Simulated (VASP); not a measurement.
# Mo3As (Pm-3m) in VASP: notebook

Runs on Mo3As. Level: PBE. Tasks: single point, relaxation of cell and atoms.

Program: VASP 6.6.1. These are calculated values, not measurements. Logs are shortened: lines on timing, memory, paths and dates and some standing lists are left out, and cuts for length are marked.

### 1 The cell of the first run

The structure is cubic, space group Pm-3m (No. 221). The conventional cell has a = 3.955 Å, b = 3.955 Å, c = 3.955 Å, α = 90.00°, β = 90.00°, γ = 90.00°. Within 3.7 Å of Mo (site symmetry 4/mmm) lie 8 Mo at 2.80 Å and 4 As at 2.80 Å. As (site symmetry m-3m) has 12 Mo at 2.80 Å within 3.7 Å.

### 2 Single point, PBE

INCAR reads:

```
PREC     = Accurate       # precision mode
ENCUT    = 520            # plane-wave cutoff, eV
EDIFF    = 1E-7           # SCF threshold, eV
ISMEAR   = 0              # smearing method
SIGMA    = 0.1            # smearing width, eV
LREAL    = False          # projectors in reciprocal space
LASPH    = True           # aspherical terms in the spheres
NELM     = 100            # most SCF steps
ALGO     = Normal         # electronic algorithm
ISIF     = 2              # what is computed and relaxed
LWAVE    = False          # write WAVECAR
LCHARG   = True           # write CHGCAR
GGA      = PE             # functional
LELF     = True           # ELF
LVHAR    = True         
NBANDS   = 32             # bands
```

KPOINTS reads:

```
Automatic mesh
0
Gamma
  4 4 4
```

POSCAR reads:

```
Mo3As
1.0
    3.9545576861      0.0000000000      0.0000000000
    0.0000000000      3.9545576861      0.0000000000
    0.0000000000      0.0000000000      3.9545576861
Mo As
3 1
Direct
    0.0000000000      0.5000000000      0.5000000000
    0.5000000000      0.0000000000      0.5000000000
    0.5000000000      0.5000000000      0.0000000000
    0.0000000000      0.0000000000      0.0000000000
```

Potentials or basis: VASP PAW PBE potentials, release 64 (Mo_sv, As).

The run is started by

```
> cat potpaw_PBE.64/Mo_sv/POTCAR potpaw_PBE.64/As/POTCAR > POTCAR
> mpirun -np 1 vasp_std > vasp.out
```

OUTCAR:

```text
PREC = Accurate
   ENCUT = 520
   EDIFF = 1E-7
   ISMEAR = 0
   LREAL = False
   LASPH = True
   NELM = 100
   ISIF = 2
   GGA = PE

 ion  position               nearest neighbor table
   1  0.000  0.500  0.500-   2 2.80   3 2.80   4 2.80   3 2.80   4 2.80   2 2.80   4 2.80   4 2.80
                             2 2.80   3 2.80   3 2.80   2 2.80
   2  0.500  0.000  0.500-   1 2.80   3 2.80   4 2.80   3 2.80   4 2.80   1 2.80   3 2.80   3 2.80
                             1 2.80   4 2.80   4 2.80   1 2.80
   3  0.500  0.500  0.000-   1 2.80   2 2.80   4 2.80   1 2.80   2 2.80   2 2.80   4 2.80   2 2.80
                             1 2.80   4 2.80   1 2.80   4 2.80
   4  0.000  0.000  0.000-   1 2.80   2 2.80   3 2.80   1 2.80   2 2.80   1 2.80   3 2.80   1 2.80
                             2 2.80   3 2.80   2 2.80   3 2.80

  LATTYP: Found a simple cubic cell.
 ALAT       =     3.9545576861

  Lattice vectors:

 A1 = (   3.9545576861,   0.0000000000,   0.0000000000)
 A2 = (   0.0000000000,   3.9545576861,   0.0000000000)
 A3 = (   0.0000000000,   0.0000000000,   3.9545576861)

Analysis of symmetry for initial positions (statically):
=====================================================================
 Subroutine PRICEL returns:
 Original cell was already a primitive cell.

 Routine SETGRP: Setting up the symmetry group for a
 simple cubic supercell.

 Subroutine GETGRP returns: Found 48 space group operations
 (whereof 48 operations were pure point group operations)
 out of a pool of 48 trial point group operations.

The static configuration has the point symmetry O_h .

Analysis of symmetry for dynamics (positions and initial velocities):
=====================================================================
 Subroutine PRICEL returns:
 Original cell was already a primitive cell.

 Routine SETGRP: Setting up the symmetry group for a
 simple cubic supercell.

 Subroutine GETGRP returns: Found 48 space group operations
 (whereof 48 operations were pure point group operations)
 out of a pool of 48 trial point group operations.

The dynamic configuration has the point symmetry O_h .

 Subroutine INISYM returns: Found 48 space group operations
 (whereof 48 operations are pure point group operations),
 and found     1 'primitive' translations

----------------------------------------------------------------------------------------

                                     Primitive cell

  volume of cell :      61.8435

  direct lattice vectors                    reciprocal lattice vectors
     3.954557686  0.000000000  0.000000000     0.252872781  0.000000000  0.000000000
     0.000000000  3.954557686  0.000000000     0.000000000  0.252872781  0.000000000
     0.000000000  0.000000000  3.954557686     0.000000000  0.000000000  0.252872781

  length of vectors
     3.954557686  3.954557686  3.954557686     0.252872781  0.252872781  0.252872781

  position of ions in fractional coordinates (direct lattice)
     0.000000000  0.500000000  0.500000000
     0.500000000  0.000000000  0.500000000
     0.500000000  0.500000000  0.000000000
     0.000000000  0.000000000  0.000000000

  ion indices of the primitive-cell ions
   primitive index   ion index
                 1           1
                 2           2
                 3           3
                 4           4

----------------------------------------------------------------------------------------

 KPOINTS: Automatic mesh

Automatic generation of k-mesh.
 Grid dimensions read from file:
 generate k-points for:    4    4    4

 Generating k-lattice:

  Cartesian coordinates                     Fractional coordinates (reciprocal lattice)
     0.063218195  0.000000000  0.000000000     0.250000000  0.000000000  0.000000000
     0.000000000  0.063218195  0.000000000     0.000000000  0.250000000  0.000000000
     0.000000000  0.000000000  0.063218195     0.000000000  0.000000000  0.250000000

  Length of vectors
     0.063218195  0.063218195  0.063218195

  Shift w.r.t. Gamma in fractional coordinates (k-lattice)
     0.000000000  0.000000000  0.000000000

 Subroutine IBZKPT returns following result:
 ===========================================

 Found     10 irreducible k-points:

 Following reciprocal coordinates:
            Coordinates               Weight
  0.000000  0.000000  0.000000      1.000000
  0.250000  0.000000  0.000000      6.000000
  0.500000  0.000000  0.000000      3.000000
  0.250000  0.250000  0.000000     12.000000
  0.500000  0.250000  0.000000     12.000000
  0.500000  0.500000  0.000000      3.000000
  0.250000  0.250000  0.250000      8.000000
  0.500000  0.250000  0.250000     12.000000
  0.500000  0.500000  0.250000      6.000000
  0.500000  0.500000  0.500000      1.000000
   k-points           NKPTS =     10   k-points in BZ     NKDIM =     10   number of bands    NBANDS=     32
   number of dos      NEDOS =    301   number of ions     NIONS =      4
   total plane-waves  NPLWV =  27000
   dimension x,y,z NGX =    30 NGY =   30 NGZ =   30
   dimension x,y,z NGXF=    60 NGYF=   60 NGZF=   60
   ions per type =               3   1
   NGX,Y,Z   is equivalent  to a cutoff of  12.61, 12.61, 12.61 a.u.
   NGXF,Y,Z  is equivalent  to a cutoff of  25.22, 25.22, 25.22 a.u.
 SYSTEM =  unknown system
   PREC   = accura    normal or accurate (medium, high low for compatibility)
   ISTART =      0    job   : 0-new  1-cont  2-samecut
   ICHARG =      2    charge: 1-file 2-atom 10-const
   ISPIN  =      1    spin polarized calculation?
   LNONCOLLINEAR =      F non collinear calculations
   LSORBIT =      F    spin-orbit coupling
   LASPH  =      T    aspherical Exc in radial PAW
   ENCUT  =  520.0 eV  38.22 Ry    6.18 a.u.   7.35  7.35  7.35*2*pi/ulx,y,z
   NELM   =    100;   NELMIN=  2; NELMDL= -5     # of ELM steps
   EDIFF  = 0.1E-06   stopping-criterion for ELM
   LREAL  =      F    real-space projection
   EDIFFG = 0.1E-05   stopping-criterion for IOM
   NSW    =      0    number of steps for IOM
   IBRION =     -1    ionic relax: 0-MD 1-quasi-New 2-CG
   NFREE  =      0    steps in history (QN), initial steepest desc. (CG)
   ISIF   =      2    stress and relaxation
   ISYM   =      2    0-nonsym 1-usesym 2-fastsym
   POTIM  = 0.5000    time-step for ionic-motion
   TEBEG  =    0.0;   TEEND  =   0.0 temperature during run
   PSTRESS=    0.0 pullay stress
   NELECT =      47.0000    total number of electrons
   NUPDOWN=      -1.0000    fix difference up-down
   EMIN   =  10.00;   EMAX   =-10.00  energy-range for DOS
   EFERMI =   0.00;   METHOD = LEGACY
   ISMEAR =     0;   SIGMA  =   0.10  broadening in eV -4-tet -1-fermi 0-gaus
   EFERMI_NEDOS =   21; number of points for ismear=-14 and -15
   IALGO  =     38    algorithm
   IMIX   =      4    mixing-type and parameters
     AMIX     =   0.40;   BMIX     =  1.00
     AMIX_MAG =   1.60;   BMIX_MAG =  1.00
  volume/ion in A,a.u.               =      15.46       104.34
  Fermi-wavevector in a.u.,A,eV,Ry     =   1.493973  2.823200 30.367613  2.231957
  Thomas-Fermi vector in A             =   2.606306
   LORBIT       =      0    0 simple, 1 ext, 2 COOP (PROOUT), +10 PAW based schemes
   GGA     = PE    functional components
   LHFCALC =     F    Hartree Fock is set to
   AEXX    =    0.0000 exact exchange contribution
   IVDW    =     0    specifies the selected vdW correction
   LEPSILON=     F    determine dielectric tensor
   LRPA    =     F    only Hartree local field effects (RPA)
 non-spin polarized calculation
 Gauss-broadening in eV      SIGMA  =   0.10
  energy-cutoff  :      520.00
  volume of cell :       61.84
 maximum number of plane-waves:      1743
 NGX is ok and might be reduce to    30
   NGX = 15   NGY = 15   NGZ = 15

 number of electron      47.0000013 magnetization

 Free energy of the ion-electron system (eV)
  ---------------------------------------------------
  ext. energy  EPLUGINS =         0.00000000
  ---------------------------------------------------
  free energy    TOTEN  =       -36.44681408 eV

  energy without entropy =      -36.44114170  energy(sigma->0) =      -36.44397789

 E-fermi :  12.2805     XC(G=0): -12.9919

 val. band max:       12.2444160029   @ k =   0.5000   0.0000   0.0000
 cond. band min:      12.4777402325   @ k =   0.5000   0.5000   0.0000
 fundamental gap:      0.2333242296
 Fermi energy:        12.2805074780

 k-point     1 :       0.0000    0.0000    0.0000
  band No.  band energies     occupation
      1     -49.0988      2.00000
      2     -48.8391      2.00000
      3     -48.8391      2.00000
      4     -23.5773      2.00000
      5     -23.5773      2.00000
      6     -23.5773      2.00000
[... 24 lines left out ...]
     31      16.3687      0.00000
     32      16.3687      0.00000

 k-point     2 :       0.2500    0.0000    0.0000
  band No.  band energies     occupation
      1     -49.0659      2.00000
      2     -48.8723      2.00000
      3     -48.8387      2.00000
      4     -23.4990      2.00000
      5     -23.4990      2.00000
      6     -23.4589      2.00000
[... 24 lines left out ...]
     31      14.8390      0.00000
     32      16.3722      0.00000

 k-point     3 :       0.5000    0.0000    0.0000
  band No.  band energies     occupation
      1     -49.0125      2.00000
      2     -48.9261      2.00000
      3     -48.8382      2.00000
      4     -23.3875      2.00000
      5     -23.3875      2.00000
      6     -23.2345      2.00000
[... 24 lines left out ...]
     31      15.8599      0.00000
     32      16.3757      0.00000

 k-point     4 :       0.2500    0.2500    0.0000
  band No.  band energies     occupation
      1     -49.0366      2.00000
      2     -48.8822      2.00000
      3     -48.8575      2.00000
      4     -23.5459      2.00000
      5     -23.4173      2.00000
      6     -23.2955      2.00000
[... 164 lines left out ...]
     31      15.3255      0.00000
     32      15.3766      0.00000

 k-point     9 :       0.5000    0.5000    0.2500
  band No.  band energies     occupation
      1     -48.9243      2.00000
      2     -48.9243      2.00000
      3     -48.9243      2.00000
      4     -23.6704      2.00000
      5     -23.5628      2.00000
      6     -23.4308      2.00000
[... 24 lines left out ...]
     31      15.5269      0.00000
     32      15.5269      0.00000

 k-point    10 :       0.5000    0.5000    0.5000
  band No.  band energies     occupation
      1     -48.9236      2.00000
      2     -48.9236      2.00000
      3     -48.9236      2.00000
      4     -23.8254      2.00000
      5     -23.5590      2.00000
      6     -23.5590      2.00000
[... 24 lines left out ...]
     31      15.7061      0.00000
     32      15.7061      0.00000

------------------------ aborting loop because EDIFF is reached ----------------------------------------

  FORCE on cell =-STRESS in cart. coord.  units (eV):
  Direction    XX          YY          ZZ          XY          YZ          ZX
  --------------------------------------------------------------------------------------
  -------------------------------------------------------------------------------------
  Total        0.1831069      0.1831069      0.1831069      0.0000000      0.0000000      0.0000000
  in kB        4.7437477      4.7437477      4.7437477      0.0000000      0.0000000      0.0000000
  external PRESSURE =       4.7437477 kB  Pullay stress =       0.0000000 kB

 VOLUME and BASIS-vectors are now :
 -----------------------------------------------------------------------------
  energy-cutoff  :      520.00
  volume of cell :       61.84
      direct lattice vectors                 reciprocal lattice vectors
     3.954557686  0.000000000  0.000000000     0.252872781  0.000000000  0.000000000
     0.000000000  3.954557686  0.000000000     0.000000000  0.252872781  0.000000000
     0.000000000  0.000000000  3.954557686     0.000000000  0.000000000  0.252872781

 POSITION                                       TOTAL-FORCE (eV/Angst)
 -----------------------------------------------------------------------------------
      0.00000      1.97728      1.97728         0.000000      0.000000      0.000000
      1.97728      0.00000      1.97728         0.000000      0.000000      0.000000
      1.97728      1.97728      0.00000         0.000000      0.000000      0.000000
      0.00000      0.00000      0.00000         0.000000      0.000000      0.000000
 -----------------------------------------------------------------------------------
    total drift:                                0.000000      0.000000     -0.000000

  FREE ENERGIE OF THE ION-ELECTRON SYSTEM (eV)
  ---------------------------------------------------
  free  energy   TOTEN  =       -36.4468140845 eV

  energy  without entropy=      -36.4411417014  energy(sigma->0) =      -36.44397789
```

Wall time 19 s (1 thread of Intel Xeon Platinum 8488C (Sapphire Rapids), shared host); peak memory 0.16 GiB.

What came out:

- Free energy: -36.4468 eV
- Pressure: 0.5 GPa

Caveat: the k points lie up to 0.40 Å⁻¹ apart.

(Continued in part 2 of 2.)
